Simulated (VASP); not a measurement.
# Li27H26Cl (a cell with a defect) in VASP: electric field gradients with PBE

Aim: the electric field gradients of Li27H26Cl (a cell with a defect) with PBE.

Everything below comes from runs of VASP 6.6.1. Logs are shortened: lines on timing, memory, paths and dates and some standing lists are left out, and cuts for length are marked.

### 1 The cell of the first run

The cell holds a defect, 54 atoms: a = 8.522 Å, b = 8.522 Å, c = 8.522 Å, α = 60.00°, β = 60.00°, γ = 60.00°.

### 2 Electric field gradients, PBE

File INCAR:

```
SYSTEM = Li27H26Cl
ALGO     = Normal         ! electronic algorithm
EDIFF    = 1E-8           ! SCF threshold, eV
ENCUT    = 520            ! plane-wave cutoff, eV
GGA      = PE             ! functional
ISIF     = 2              ! what is computed and relaxed
ISMEAR   = -1             ! smearing method
LASPH    = .True.         ! aspherical terms in the spheres
LCHARG   = .False.        ! write CHGCAR
LEFG     = .True.       
LREAL    = Auto         
LWAVE    = .False.        ! write WAVECAR
NBANDS   = 90             ! bands
NELM     = 80             ! most SCF steps
PREC     = Accurate       ! precision mode
SIGMA    = 0.01           ! smearing width, eV
```

File KPOINTS:

```
k-points
0
Gamma
  3 3 3
  0 0 0
```

File POSCAR:

```
Li27H26Cl
1.0
    0.0000000000      6.0258581757      6.0258581757
    6.0258581757      0.0000000000      6.0258581757
    6.0258581757      6.0258581757      0.0000000000
Li Cl H
27 1 26
Direct
    0.0000000000      0.0000000000      0.0000000000
    0.0000000000      0.0000000000      0.3333333333
    0.0000000000      0.0000000000      0.6666666667
    0.0000000000      0.3333333333      0.0000000000
    0.0000000000      0.3333333333      0.3333333333
    0.0000000000      0.3333333333      0.6666666667
    0.0000000000      0.6666666667      0.0000000000
    0.0000000000      0.6666666667      0.3333333333
    0.0000000000      0.6666666667      0.6666666667
    0.3333333333      0.0000000000      0.0000000000
    0.3333333333      0.0000000000      0.3333333333
    0.3333333333      0.0000000000      0.6666666667
    0.3333333333      0.3333333333      0.0000000000
    0.3333333333      0.3333333333      0.3333333333
    0.3333333333      0.3333333333      0.6666666667
    0.3333333333      0.6666666667      0.0000000000
    0.3333333333      0.6666666667      0.3333333333
    0.3333333333      0.6666666667      0.6666666667
    0.6666666667      0.0000000000      0.0000000000
    0.6666666667      0.0000000000      0.3333333333
    0.6666666667      0.0000000000      0.6666666667
    0.6666666667      0.3333333333      0.0000000000
    0.6666666667      0.3333333333      0.3333333333
    0.6666666667      0.3333333333      0.6666666667
    0.6666666667      0.6666666667      0.0000000000
    0.6666666667      0.6666666667      0.3333333333
    0.6666666667      0.6666666667      0.6666666667
    0.1666666667      0.1666666667      0.1666666667
    0.1666666667      0.1666666667      0.5000000000
    0.1666666667      0.1666666667      0.8333333333
    0.1666666667      0.5000000000      0.1666666667
    0.1666666667      0.5000000000      0.5000000000
    0.1666666667      0.5000000000      0.8333333333
    0.1666666667      0.8333333333      0.1666666667
    0.1666666667      0.8333333333      0.5000000000
    0.1666666667      0.8333333333      0.8333333333
    0.5000000000      0.1666666667      0.1666666667
    0.5000000000      0.1666666667      0.5000000000
    0.5000000000      0.1666666667      0.8333333333
    0.5000000000      0.5000000000      0.1666666667
    0.5000000000      0.5000000000      0.5000000000
    0.5000000000      0.5000000000      0.8333333333
    0.5000000000      0.8333333333      0.1666666667
    0.5000000000      0.8333333333      0.5000000000
    0.5000000000      0.8333333333      0.8333333333
    0.8333333333      0.1666666667      0.1666666667
    0.8333333333      0.1666666667      0.5000000000
    0.8333333333      0.1666666667      0.8333333333
    0.8333333333      0.5000000000      0.1666666667
    0.8333333333      0.5000000000      0.5000000000
    0.8333333333      0.5000000000      0.8333333333
    0.8333333333      0.8333333333      0.1666666667
    0.8333333333      0.8333333333      0.5000000000
    0.8333333333      0.8333333333      0.8333333333
```

Potentials or basis: VASP PAW PBE potentials, release 64 (Li_sv, Cl, H).

Launch:

```sh
$ cat potpaw_PBE.64/Li_sv/POTCAR potpaw_PBE.64/Cl/POTCAR potpaw_PBE.64/H/POTCAR > POTCAR
$ mpirun -np 1 vasp_std > vasp.out
```

OUTCAR:

```text
SYSTEM = Li27H26Cl
   EDIFF = 1E-8
   ENCUT = 520
   GGA = PE
   ISIF = 2
   ISMEAR = -1
   LASPH = .True.
   LREAL = Auto
   NELM = 80
   PREC = Accurate

 ion  position               nearest neighbor table
   1  0.000  0.000  0.000-
   2  0.000  0.000  0.333-  28 2.01
   3  0.000  0.000  0.667-
   4  0.000  0.333  0.000-  28 2.01
   5  0.000  0.333  0.333-  28 2.01
   6  0.000  0.333  0.667-
   7  0.000  0.667  0.000-
   8  0.000  0.667  0.333-
   9  0.000  0.667  0.667-
  10  0.333  0.000  0.000-  28 2.01
  11  0.333  0.000  0.333-  28 2.01
  12  0.333  0.000  0.667-
  13  0.333  0.333  0.000-  28 2.01
  14  0.333  0.333  0.333-
  15  0.333  0.333  0.667-
  16  0.333  0.667  0.000-
  17  0.333  0.667  0.333-
  18  0.333  0.667  0.667-
  19  0.667  0.000  0.000-
  20  0.667  0.000  0.333-
  21  0.667  0.000  0.667-
  22  0.667  0.333  0.000-
  23  0.667  0.333  0.333-
  24  0.667  0.333  0.667-
  25  0.667  0.667  0.000-
  26  0.667  0.667  0.333-
  27  0.667  0.667  0.667-
  28  0.167  0.167  0.167-   5 2.01  11 2.01  13 2.01  10 2.01   4 2.01   2 2.01
  29  0.167  0.167  0.500-
  30  0.167  0.167  0.833-
  31  0.167  0.500  0.167-
  32  0.167  0.500  0.500-
  33  0.167  0.500  0.833-
  34  0.167  0.833  0.167-
[... 18 lines left out ...]
  53  0.833  0.833  0.500-
  54  0.833  0.833  0.833-

  LATTYP: Found a face centered cubic cell.
 ALAT       =    12.0517163514

  Lattice vectors:

 A1 = (   0.0000000000,   6.0258581757,   6.0258581757)
 A2 = (   6.0258581757,   0.0000000000,   6.0258581757)
 A3 = (   6.0258581757,   6.0258581757,   0.0000000000)

Analysis of symmetry for initial positions (statically):
=====================================================================
 Subroutine PRICEL returns:
 Original cell was already a primitive cell.

 Routine SETGRP: Setting up the symmetry group for a
 face centered cubic supercell.

 Subroutine GETGRP returns: Found 48 space group operations
 (whereof  6 operations were pure point group operations)
 out of a pool of 48 trial point group operations.

The static configuration has the point symmetry C_3v.
 The point group associated with its full space group is O_h .

Analysis of symmetry for dynamics (positions and initial velocities):
=====================================================================
 Subroutine PRICEL returns:
 Original cell was already a primitive cell.

 Routine SETGRP: Setting up the symmetry group for a
 face centered cubic supercell.

 Subroutine GETGRP returns: Found 48 space group operations
 (whereof  6 operations were pure point group operations)
 out of a pool of 48 trial point group operations.

The dynamic configuration has the point symmetry C_3v.
 The point group associated with its full space group is O_h .

 Subroutine INISYM returns: Found 48 space group operations
 (whereof  6 operations are pure point group operations),
 and found     1 'primitive' translations

----------------------------------------------------------------------------------------

                                     Primitive cell

  volume of cell :     437.6095

  direct lattice vectors                    reciprocal lattice vectors
     0.000000000  6.025858176  6.025858176    -0.082975733  0.082975733  0.082975733
     6.025858176  0.000000000  6.025858176     0.082975733 -0.082975733  0.082975733
     6.025858176  6.025858176  0.000000000     0.082975733  0.082975733 -0.082975733

  length of vectors
[... 171 lines left out ...]
   ISIF   =      2    stress and relaxation
   ISYM   =      2    0-nonsym 1-usesym 2-fastsym
   POTIM  = 0.5000    time-step for ionic-motion
   TEBEG  =    0.0;   TEEND  =   0.0 temperature during run
   PSTRESS=    0.0 pullay stress
   NELECT =     114.0000    total number of electrons
   NUPDOWN=      -1.0000    fix difference up-down
   EMIN   =  10.00;   EMAX   =-10.00  energy-range for DOS
   EFERMI =   0.00;   METHOD = LEGACY
   ISMEAR =    -1;   SIGMA  =   0.01  broadening in eV -4-tet -1-fermi 0-gaus
   EFERMI_NEDOS =   21; number of points for ismear=-14 and -15
   IALGO  =     38    algorithm
   IMIX   =      4    mixing-type and parameters
     AMIX     =   0.40;   BMIX     =  1.00
     AMIX_MAG =   1.60;   BMIX_MAG =  1.00
  volume/ion in A,a.u.               =       8.10        54.69
  Fermi-wavevector in a.u.,A,eV,Ry     =   1.045557  1.975815 14.873734  1.093189
  Thomas-Fermi vector in A             =   2.180357
   LORBIT       =      0    0 simple, 1 ext, 2 COOP (PROOUT), +10 PAW based schemes
   GGA     = PE    functional components
   LHFCALC =     F    Hartree Fock is set to
   AEXX    =    0.0000 exact exchange contribution
   IVDW    =     0    specifies the selected vdW correction
   LEPSILON=     F    determine dielectric tensor
   LRPA    =     F    only Hartree local field effects (RPA)
 non-spin polarized calculation
  energy-cutoff  :      520.00
  volume of cell :      437.61
 maximum number of plane-waves:     11806
   NGX = 31   NGY = 31   NGZ = 31

 number of electron     114.0000002 magnetization

 Free energy of the ion-electron system (eV)
  ---------------------------------------------------
  ext. energy  EPLUGINS =         0.00000000
  ---------------------------------------------------
  free energy    TOTEN  =      -164.21123283 eV

  energy without entropy =     -164.21123283  energy(sigma->0) =     -164.21123283

 E-fermi :   0.6600     XC(G=0):  -8.6369

 val. band max:        0.3002103903   @ k =  -0.3333   0.3333   0.0000
 cond. band min:       3.8841340362   @ k =  -0.3333   0.3333   0.0000
 fundamental gap:      3.5839236459
 Fermi energy:         0.6600362415

 k-point     1 :       0.0000    0.0000    0.0000
  band No.  band energies     occupation
      1     -44.0566      2.00000
      2     -44.0334      2.00000
      3     -44.0334      2.00000
      4     -44.0334      2.00000
      5     -44.0232      2.00000
      6     -44.0232      2.00000
[... 277 lines left out ...]
     68       5.8094      0.00000
     69       5.9197      0.00000
 [bands above 69 left out]

------------------------ aborting loop because EDIFF is reached ----------------------------------------

  FORCE on cell =-STRESS in cart. coord.  units (eV):
  Direction    XX          YY          ZZ          XY          YZ          ZX
  --------------------------------------------------------------------------------------
  -------------------------------------------------------------------------------------
  Total        7.8131041      7.8131041      7.8131041      0.0000000      0.0000000     -0.0000000
  in kB       28.6053639     28.6053639     28.6053639      0.0000000      0.0000000     -0.0000000
  external PRESSURE =      28.6053639 kB  Pullay stress =       0.0000000 kB

 VOLUME and BASIS-vectors are now :
 -----------------------------------------------------------------------------
  energy-cutoff  :      520.00
  volume of cell :      437.61
      direct lattice vectors                 reciprocal lattice vectors
     0.000000000  6.025858176  6.025858176    -0.082975733  0.082975733  0.082975733
     6.025858176  0.000000000  6.025858176     0.082975733 -0.082975733  0.082975733
     6.025858176  6.025858176  0.000000000     0.082975733  0.082975733 -0.082975733

 POSITION                                       TOTAL-FORCE (eV/Angst)
 -----------------------------------------------------------------------------------
      0.00000      0.00000      0.00000        -0.031429     -0.031429     -0.031429
      2.00862      2.00862      0.00000        -0.000000      0.000000     -1.883365
      4.01724      4.01724      0.00000         0.031429      0.031429     -0.031429
      2.00862      0.00000      2.00862        -0.000000     -1.883365     -0.000000
      4.01724      2.00862      2.00862         1.883365      0.000000     -0.000000
      6.02586      4.01724      2.00862         0.006618     -0.006618     -0.000000
[... 46 lines left out ...]
      8.03448      8.03448     10.04310        -0.000000      0.000000     -0.019265
     10.04310     10.04310     10.04310         0.003197      0.003197      0.003197
 -----------------------------------------------------------------------------------
    total drift:                               -0.000000     -0.000000     -0.000000

  FREE ENERGIE OF THE ION-ELECTRON SYSTEM (eV)
  ---------------------------------------------------
  free  energy   TOTEN  =      -164.2112328307 eV

  energy  without entropy=     -164.2112328307  energy(sigma->0) =     -164.21123283

 Electric field gradients (V/A^2)
---------------------------------------------------------------------
 ion       V_xx      V_yy      V_zz      V_xy      V_xz      V_yz
---------------------------------------------------------------------
   1       0.000     0.000     0.000     0.025     0.025     0.025
   2      -0.815    -0.815     1.629     0.007     0.003     0.003
   3      -0.001    -0.001     0.001     0.026    -0.016    -0.016
   4      -0.815     1.629    -0.815     0.003     0.007     0.003
   5       1.625    -0.813    -0.813     0.004     0.004    -0.000
   6      -0.012    -0.007     0.019     0.023     0.005    -0.000
[... 46 lines left out ...]
  53      -0.002    -0.002     0.005     0.000    -0.001    -0.001
  54       0.000    -0.000     0.000    -0.008    -0.008    -0.008
---------------------------------------------------------------------

 Electric field gradients after diagonalization (V/A^2)
 (convention: |V_zz| > |V_xx| > |V_yy|)
----------------------------------------------------------------------
 ion       V_xx      V_yy      V_zz     asymmetry (V_yy - V_xx)/ V_zz
----------------------------------------------------------------------
   1      -0.025    -0.025     0.050       0.000
   2      -0.821    -0.808     1.629       0.008
   3      -0.026    -0.012     0.038       0.371
   4      -0.821    -0.808     1.629       0.008
   5      -0.813    -0.812     1.625       0.001
   6       0.021     0.013    -0.033       0.245
[... 46 lines left out ...]
  53      -0.003    -0.002     0.005       0.019
  54       0.008     0.008    -0.015       0.000
----------------------------------------------------------------------

           NMR quadrupolar parameters

 Cq : quadrupolar parameter    Cq=e*Q*V_zz/h
 eta: asymmetry parameters     (V_yy - V_xx)/ V_zz
 Q  : nuclear electric quadrupole moment in mb (millibarn)
----------------------------------------------------------------------
 ion       Cq(MHz)       eta       Q (mb)
----------------------------------------------------------------------
   1       0.000       0.000       1.000
   2       0.004       0.008       1.000
   3       0.000       0.371       1.000
   4       0.004       0.008       1.000
   5       0.004       0.001       1.000
   6      -0.000       0.245       1.000
[... 46 lines left out ...]
  53       0.000       0.019       1.000
  54      -0.000       0.000       1.000
----------------------------------------------------------------------
```

Wall time 9.4 min (1 thread of AMD EPYC 7R13 (Zen 3), shared host); peak memory 0.55 GiB.

Results:

```
Free energy                             : -164.2112 eV
Largest force                           : 1.883 eV/Å
Band gap on the k mesh                  : 3.58 eV
Largest electric field gradient by atom : Li +0.1, +1.6, +0.0, -0.0 (each value once); Cl -0.0; H +0.2, -0.0, +0.0 (each value once) V/Å²
```

Forces in eV/Å, atoms in the order of the input:
```
Li  -0.031 -0.031 -0.031
Li   0.000  0.000 -1.883
Li   0.031  0.031 -0.031
Li   0.000 -1.883  0.000
Li   1.883  0.000  0.000
Li   0.007 -0.007  0.000
Li   0.031 -0.031  0.031
Li   0.007  0.000 -0.007
Li   0.000 -0.007 -0.007
Li  -1.883  0.000  0.000
Li   0.000  1.883  0.000
Li  -0.007  0.007  0.000
Li   0.000  0.000  1.883
Li   0.031  0.031  0.031
Li  -0.031 -0.031  0.031
Li  -0.007  0.000  0.007
Li  -0.031  0.031 -0.031
Li   0.000  0.007  0.007
Li  -0.031  0.031  0.031
Li   0.000  0.007 -0.007
Li  -0.007  0.000 -0.007
Li   0.000 -0.007  0.007
Li   0.031 -0.031 -0.031
Li   0.007  0.000  0.007
Li  -0.007 -0.007  0.000
Li   0.007  0.007  0.000
Li   0.000  0.000  0.000
Cl   0.000  0.000  0.000
H    0.066  0.066  0.000
H   -0.066 -0.066  0.000
H    0.066  0.000  0.066
H   -0.003  0.003  0.003
H    0.000 -0.066  0.066
H   -0.066  0.000 -0.066
H    0.000  0.066 -0.066
H    0.003 -0.003 -0.003
H    0.000  0.066  0.066
H    0.003 -0.003  0.003
H   -0.066  0.000  0.066
H    0.003  0.003 -0.003
H   -0.003 -0.003 -0.003
H    0.000  0.000  0.019
H   -0.066  0.066  0.000
H    0.000  0.019  0.000
H   -0.019  0.000  0.000
H    0.000 -0.066 -0.066
H    0.066  0.000 -0.066
H   -0.003  0.003 -0.003
H    0.066 -0.066  0.000
H    0.019  0.000  0.000
H    0.000 -0.019  0.000
H   -0.003 -0.003  0.003
H    0.000  0.000 -0.019
H    0.003  0.003  0.003
```

Levels at points of the mesh, in eV from the valence-band top:
| k point | band 55 | band 56 | band 57 | band 58 | band 59 | band 60 |
| --- | --- | --- | --- | --- | --- | --- |
| (0.00, 0.00, 0.00) | -0.72 | -0.72 | -0.72 | 4.72 | 4.72 | 4.72 |

Electric field gradients, principal values (V/Å²):
| atom | least | middle | greatest (by size) |
| --- | --- | --- | --- |
| 1 Li | -0.025 | -0.025 | 0.050 |
| 2 Li | -0.808 | -0.821 | 1.629 |
| 3 Li | -0.012 | -0.026 | 0.038 |
| 4 Li | -0.808 | -0.821 | 1.629 |
| 5 Li | -0.812 | -0.813 | 1.625 |
| 6 Li | 0.013 | 0.021 | -0.033 |
| 7 Li | -0.012 | -0.026 | 0.038 |
| 8 Li | 0.013 | 0.021 | -0.033 |
| 9 Li | 0.011 | 0.016 | -0.027 |
| 10 Li | -0.808 | -0.821 | 1.629 |
| 11 Li | -0.812 | -0.813 | 1.625 |
| 12 Li | 0.013 | 0.021 | -0.033 |
| 13 Li | -0.812 | -0.813 | 1.625 |
| 14 Li | -0.020 | -0.020 | 0.040 |
| 15 Li | -0.015 | -0.021 | 0.037 |
| 16 Li | 0.013 | 0.021 | -0.033 |
| 17 Li | -0.015 | -0.021 | 0.037 |
| 18 Li | 0.007 | 0.019 | -0.026 |
| 19 Li | -0.012 | -0.026 | 0.038 |
| 20 Li | 0.013 | 0.021 | -0.033 |
| 21 Li | 0.011 | 0.016 | -0.027 |
| 22 Li | 0.013 | 0.021 | -0.033 |
| 23 Li | -0.015 | -0.021 | 0.037 |
| 24 Li | 0.007 | 0.019 | -0.026 |
| 25 Li | 0.011 | 0.016 | -0.027 |
| 26 Li | 0.007 | 0.019 | -0.026 |
| 27 Li | -0.001 | -0.001 | 0.003 |
| 28 Cl | -0.001 | -0.001 | 0.001 |
| 29 H | -0.060 | -0.116 | 0.176 |
| 30 H | -0.060 | -0.116 | 0.176 |
| 31 H | -0.060 | -0.116 | 0.176 |
| 32 H | 0.006 | 0.008 | -0.015 |
| 33 H | -0.061 | -0.117 | 0.177 |
| 34 H | -0.060 | -0.116 | 0.176 |
| 35 H | -0.061 | -0.117 | 0.177 |
| 36 H | 0.007 | 0.008 | -0.015 |
| 37 H | -0.060 | -0.116 | 0.176 |
| 38 H | 0.006 | 0.008 | -0.015 |
| 39 H | -0.061 | -0.117 | 0.177 |
| 40 H | 0.006 | 0.008 | -0.015 |
| 41 H | 0.008 | 0.008 | -0.016 |
| 42 H | -0.001 | -0.003 | 0.004 |
| 43 H | -0.061 | -0.117 | 0.177 |
| 44 H | -0.001 | -0.003 | 0.004 |
| 45 H | -0.002 | -0.003 | 0.005 |
| 46 H | -0.060 | -0.116 | 0.176 |
| 47 H | -0.061 | -0.117 | 0.177 |
| 48 H | 0.007 | 0.008 | -0.015 |
| 49 H | -0.061 | -0.117 | 0.177 |
| 50 H | -0.001 | -0.003 | 0.004 |
| 51 H | -0.002 | -0.003 | 0.005 |
| 52 H | 0.007 | 0.008 | -0.015 |
| 53 H | -0.002 | -0.003 | 0.005 |
| 54 H | 0.008 | 0.008 | -0.015 |

Caveat: the cutoff is under 1.25 times the usual one of these potentials, so pressure, stress and relaxed cells hold a basis-set (Pulay) error; without QUAD_EFG the Cq values of the log hold for a quadrupole moment of 1 mb, not for the nuclei.
